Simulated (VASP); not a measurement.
# Pt2Br (F-43m) in VASP: single point with PBE

Aim: the single point of Pt2Br with PBE.

Program: VASP 6.6.1. These are calculated values, not measurements. Logs are shortened: lines on timing, memory, paths and dates and some standing lists are left out, and cuts for length are marked.

**1. The cell of the first run**

It takes space group F-43m (No. 216, cubic). Conventional cell: a = 6.267 Å, b = 6.267 Å, c = 6.267 Å, α = 90.00°, β = 90.00°, γ = 90.00°. Pt (site symmetry -43m) has 4 Pt at 2.71 Å and 4 Br at 2.71 Å within 3.6 Å. Within 3.6 Å of Pt (site symmetry -43m) lie 4 Pt at 2.71 Å and 6 Br at 3.13 Å. Within 3.6 Å of Br (site symmetry -43m) lie 10 Pt at 2.71 to 3.13 Å.

**2. Single point, PBE**

Contents of INCAR:

```
SYSTEM = Pt2Br
PREC = Accurate ; ENCUT = 520
EDIFF = 1E-7 ; ISMEAR = 0
SIGMA = 0.1 ; LREAL = .False.
LASPH = .True. ; NELM = 60
ALGO = Normal ; ISIF = 2
LWAVE = .False. ; LCHARG = .False.
GGA = PE ; NBANDS = 20
```

Contents of KPOINTS:

```
regular mesh
0
Gamma
  6 6 6
  0 0 0
```

Contents of POSCAR:

```
Pt2Br
1.0
    0.0000000000      3.1337223400      3.1337223400
    3.1337223400      0.0000000000      3.1337223400
    3.1337223400      3.1337223400      0.0000000000
Pt Br
2 1
Direct
    0.2500000000      0.2500000000      0.2500000000
    0.5000000000      0.5000000000      0.5000000000
    0.0000000000      0.0000000000      0.0000000000
```

Potentials or basis: VASP PAW PBE potentials, release 64 (Pt, Br).

The run is started by

```
> cat potpaw_PBE.64/Pt/POTCAR potpaw_PBE.64/Br/POTCAR > POTCAR
> mpirun -np 1 vasp_std > vasp.out
```

OUTCAR:

```text
SYSTEM = Pt2Br
   PREC = Accurate
   ENCUT = 520
   EDIFF = 1E-7
   ISMEAR = 0
   LREAL = .False.
   LASPH = .True.
   NELM = 60
   ISIF = 2
   GGA = PE

 ion  position               nearest neighbor table
   1  0.250  0.250  0.250-   3 2.71   3 2.71   3 2.71   2 2.71   2 2.71   2 2.71   3 2.71   2 2.71

   2  0.500  0.500  0.500-   1 2.71   1 2.71   1 2.71   1 2.71   3 3.13   3 3.13   3 3.13   3 3.13
                             3 3.13   3 3.13
   3  0.000  0.000  0.000-   1 2.71   1 2.71   1 2.71   1 2.71   2 3.13   2 3.13   2 3.13   2 3.13
                             2 3.13   2 3.13

  LATTYP: Found a face centered cubic cell.
 ALAT       =     6.2674446800

  Lattice vectors:

 A1 = (   0.0000000000,   3.1337223400,   3.1337223400)
 A2 = (   3.1337223400,   0.0000000000,   3.1337223400)
 A3 = (   3.1337223400,   3.1337223400,   0.0000000000)

Analysis of symmetry for initial positions (statically):
=====================================================================
 Subroutine PRICEL returns:
 Original cell was already a primitive cell.

 Routine SETGRP: Setting up the symmetry group for a
 face centered cubic supercell.

 Subroutine GETGRP returns: Found 24 space group operations
 (whereof 24 operations were pure point group operations)
 out of a pool of 48 trial point group operations.

The static configuration has the point symmetry T_d .

Analysis of symmetry for dynamics (positions and initial velocities):
=====================================================================
 Subroutine PRICEL returns:
 Original cell was already a primitive cell.

 Routine SETGRP: Setting up the symmetry group for a
 face centered cubic supercell.

 Subroutine GETGRP returns: Found 24 space group operations
 (whereof 24 operations were pure point group operations)
 out of a pool of 48 trial point group operations.

The dynamic configuration has the point symmetry T_d .

 Subroutine INISYM returns: Found 24 space group operations
 (whereof 24 operations are pure point group operations),
 and found     1 'primitive' translations

----------------------------------------------------------------------------------------

                                     Primitive cell

  volume of cell :      61.5477

  direct lattice vectors                    reciprocal lattice vectors
     0.000000000  3.133722340  3.133722340    -0.159554659  0.159554659  0.159554659
     3.133722340  0.000000000  3.133722340     0.159554659 -0.159554659  0.159554659
     3.133722340  3.133722340  0.000000000     0.159554659  0.159554659 -0.159554659

  length of vectors
     4.431752634  4.431752634  4.431752634     0.276356776  0.276356776  0.276356776

  position of ions in fractional coordinates (direct lattice)
     0.250000000  0.250000000  0.250000000
     0.500000000  0.500000000  0.500000000
     0.000000000  0.000000000  0.000000000

  ion indices of the primitive-cell ions
   primitive index   ion index
                 1           1
                 2           2
                 3           3

----------------------------------------------------------------------------------------

 KPOINTS: regular mesh

Automatic generation of k-mesh.
 Grid dimensions read from file:
 generate k-points for:    6    6    6

 Generating k-lattice:

  Cartesian coordinates                     Fractional coordinates (reciprocal lattice)
    -0.026592443  0.026592443  0.026592443     0.166666667  0.000000000  0.000000000
     0.026592443 -0.026592443  0.026592443     0.000000000  0.166666667  0.000000000
     0.026592443  0.026592443 -0.026592443     0.000000000  0.000000000  0.166666667

  Length of vectors
     0.046059463  0.046059463  0.046059463

  Shift w.r.t. Gamma in fractional coordinates (k-lattice)
     0.000000000  0.000000000  0.000000000

 Subroutine IBZKPT returns following result:
 ===========================================

 Found     16 irreducible k-points:

 Following reciprocal coordinates:
            Coordinates               Weight
  0.000000  0.000000  0.000000      1.000000
  0.166667  0.000000  0.000000      8.000000
  0.333333  0.000000  0.000000      8.000000
  0.500000  0.000000  0.000000      4.000000
  0.166667  0.166667  0.000000      6.000000
  0.333333  0.166667  0.000000     24.000000
[... 8 lines left out ...]
 -0.333333  0.333333  0.166667     24.000000
 -0.333333  0.500000  0.166667     12.000000
   k-points           NKPTS =     16   k-points in BZ     NKDIM =     16   number of bands    NBANDS=     20
   number of dos      NEDOS =    301   number of ions     NIONS =      3
   total plane-waves  NPLWV =  46656
   dimension x,y,z NGX =    36 NGY =   36 NGZ =   36
   dimension x,y,z NGXF=    72 NGYF=   72 NGZF=   72
   ions per type =               2   1
   NGX,Y,Z   is equivalent  to a cutoff of  13.50, 13.50, 13.50 a.u.
   NGXF,Y,Z  is equivalent  to a cutoff of  27.01, 27.01, 27.01 a.u.
 SYSTEM =  Pt2Br
   PREC   = accura    normal or accurate (medium, high low for compatibility)
   ISTART =      0    job   : 0-new  1-cont  2-samecut
   ICHARG =      2    charge: 1-file 2-atom 10-const
   ISPIN  =      1    spin polarized calculation?
   LNONCOLLINEAR =      F non collinear calculations
   LSORBIT =      F    spin-orbit coupling
   LASPH  =      T    aspherical Exc in radial PAW
   ENCUT  =  520.0 eV  38.22 Ry    6.18 a.u.   8.24  8.24  8.24*2*pi/ulx,y,z
   NELM   =     60;   NELMIN=  2; NELMDL= -5     # of ELM steps
   EDIFF  = 0.1E-06   stopping-criterion for ELM
   LREAL  =      F    real-space projection
   EDIFFG = 0.1E-05   stopping-criterion for IOM
   NSW    =      0    number of steps for IOM
   IBRION =     -1    ionic relax: 0-MD 1-quasi-New 2-CG
   NFREE  =      0    steps in history (QN), initial steepest desc. (CG)
   ISIF   =      2    stress and relaxation
   ISYM   =      2    0-nonsym 1-usesym 2-fastsym
   POTIM  = 0.5000    time-step for ionic-motion
   TEBEG  =    0.0;   TEEND  =   0.0 temperature during run
   PSTRESS=    0.0 pullay stress
   NELECT =      27.0000    total number of electrons
   NUPDOWN=      -1.0000    fix difference up-down
   EMIN   =  10.00;   EMAX   =-10.00  energy-range for DOS
   EFERMI =   0.00;   METHOD = LEGACY
   ISMEAR =     0;   SIGMA  =   0.10  broadening in eV -4-tet -1-fermi 0-gaus
   EFERMI_NEDOS =   21; number of points for ismear=-14 and -15
   IALGO  =     38    algorithm
   IMIX   =      4    mixing-type and parameters
     AMIX     =   0.40;   BMIX     =  1.00
     AMIX_MAG =   1.60;   BMIX_MAG =  1.00
  volume/ion in A,a.u.               =      20.52       138.45
  Fermi-wavevector in a.u.,A,eV,Ry     =   1.243919  2.350667 21.052777  1.547335
  Thomas-Fermi vector in A             =   2.378209
   LORBIT       =      0    0 simple, 1 ext, 2 COOP (PROOUT), +10 PAW based schemes
   GGA     = PE    functional components
   LHFCALC =     F    Hartree Fock is set to
   AEXX    =    0.0000 exact exchange contribution
   IVDW    =     0    specifies the selected vdW correction
   LEPSILON=     F    determine dielectric tensor
   LRPA    =     F    only Hartree local field effects (RPA)
 non-spin polarized calculation
 Gauss-broadening in eV      SIGMA  =   0.10
  energy-cutoff  :      520.00
  volume of cell :       61.55
 maximum number of plane-waves:      1676
 NGX is ok and might be reduce to    36
   NGX = 17   NGY = 17   NGZ = 17

 number of electron      26.9999998 magnetization

 Free energy of the ion-electron system (eV)
  ---------------------------------------------------
  ext. energy  EPLUGINS =         0.00000000
  ---------------------------------------------------
  free energy    TOTEN  =       -11.35547374 eV

  energy without entropy =      -11.31386687  energy(sigma->0) =      -11.33467031

 E-fermi :   6.5074     XC(G=0): -11.0314

 val. band max:        6.4634396109   @ k =   0.5000   0.0000   0.0000
 cond. band min:       6.5167070093   @ k =  -0.1667   0.1667   0.0000
 fundamental gap:      0.0532673984
 Fermi energy:         6.5073816519

 k-point     1 :       0.0000    0.0000    0.0000
  band No.  band energies     occupation
      1     -10.3235      2.00000
      2       0.7965      2.00000
      3       0.7965      2.00000
      4       0.7965      2.00000
      5       2.4323      2.00000
      6       2.6996      2.00000
[... 12 lines left out ...]
     19      13.9220      0.00000
     20      15.8321      0.00000

 k-point     2 :       0.1667    0.0000    0.0000
  band No.  band energies     occupation
      1     -10.2554      2.00000
      2       0.1426      2.00000
      3       0.7183      2.00000
      4       0.7183      2.00000
      5       2.9292      2.00000
      6       2.9292      2.00000
[... 12 lines left out ...]
     19      14.5495      0.00000
     20      15.8854      0.00000

 k-point     3 :       0.3333    0.0000    0.0000
  band No.  band energies     occupation
      1     -10.1173      2.00000
      2      -0.5151      2.00000
      3       0.6151      2.00000
      4       0.6151      2.00000
      5       2.9026      2.00000
      6       3.0441      2.00000
[... 12 lines left out ...]
     19      14.6606      0.00000
     20      16.3725      0.00000

 k-point     4 :       0.5000    0.0000    0.0000
  band No.  band energies     occupation
      1     -10.0472      2.00000
      2      -0.7364      2.00000
      3       0.5822      2.00000
      4       0.5822      2.00000
      5       2.7941      2.00000
      6       2.9514      2.00000
[... 245 lines left out ...]
 k-point    15 :      -0.3333    0.3333    0.1667
  band No.  band energies     occupation
      1     -10.0114      2.00000
      2      -0.2219      2.00000
      3       0.5094      2.00000
      4       0.7937      2.00000
      5       2.5359      2.00000
      6       2.9088      2.00000
[... 12 lines left out ...]
     19      15.4764      0.00000
     20      16.3063      0.00000

 k-point    16 :      -0.3333    0.5000    0.1667
  band No.  band energies     occupation
      1     -10.0023      2.00000
      2      -0.0887      2.00000
      3       0.7019      2.00000
      4       0.9443      2.00000
      5       2.3273      2.00000
      6       2.9714      2.00000
[... 12 lines left out ...]
     19      14.7781      0.00000
     20      17.1816      0.00000

------------------------ aborting loop because EDIFF is reached ----------------------------------------

  FORCE on cell =-STRESS in cart. coord.  units (eV):
  Direction    XX          YY          ZZ          XY          YZ          ZX
  --------------------------------------------------------------------------------------
  -------------------------------------------------------------------------------------
  Total        1.0071470      1.0071470      1.0071470     -0.0000000      0.0000000      0.0000000
  in kB       26.2175385     26.2175385     26.2175385     -0.0000000      0.0000000      0.0000000
  external PRESSURE =      26.2175385 kB  Pullay stress =       0.0000000 kB

 VOLUME and BASIS-vectors are now :
 -----------------------------------------------------------------------------
  energy-cutoff  :      520.00
  volume of cell :       61.55
      direct lattice vectors                 reciprocal lattice vectors
     0.000000000  3.133722340  3.133722340    -0.159554659  0.159554659  0.159554659
     3.133722340  0.000000000  3.133722340     0.159554659 -0.159554659  0.159554659
     3.133722340  3.133722340  0.000000000     0.159554659  0.159554659 -0.159554659

 POSITION                                       TOTAL-FORCE (eV/Angst)
 -----------------------------------------------------------------------------------
      1.56686      1.56686      1.56686        -0.000000      0.000000      0.000000
      3.13372      3.13372      3.13372         0.000000      0.000000      0.000000
      0.00000      0.00000      0.00000        -0.000000     -0.000000     -0.000000
 -----------------------------------------------------------------------------------
    total drift:                                0.000000      0.000000      0.000000

  FREE ENERGIE OF THE ION-ELECTRON SYSTEM (eV)
  ---------------------------------------------------
  free  energy   TOTEN  =       -11.3554737448 eV

  energy  without entropy=      -11.3138668717  energy(sigma->0) =      -11.33467031
```

It took 14 s on 1 thread of Intel Xeon Platinum 8559C (Emerald Rapids), shared host; peak memory 0.19 GiB.

Results:

- Free energy: -11.3555 eV
- Pressure: 2.6 GPa

Caveat: spin-orbit coupling is left out, which moves the levels of the heavy elements; an odd number of electrons without spin polarisation forces a metal; a magnetic or distorted state may lie lower.
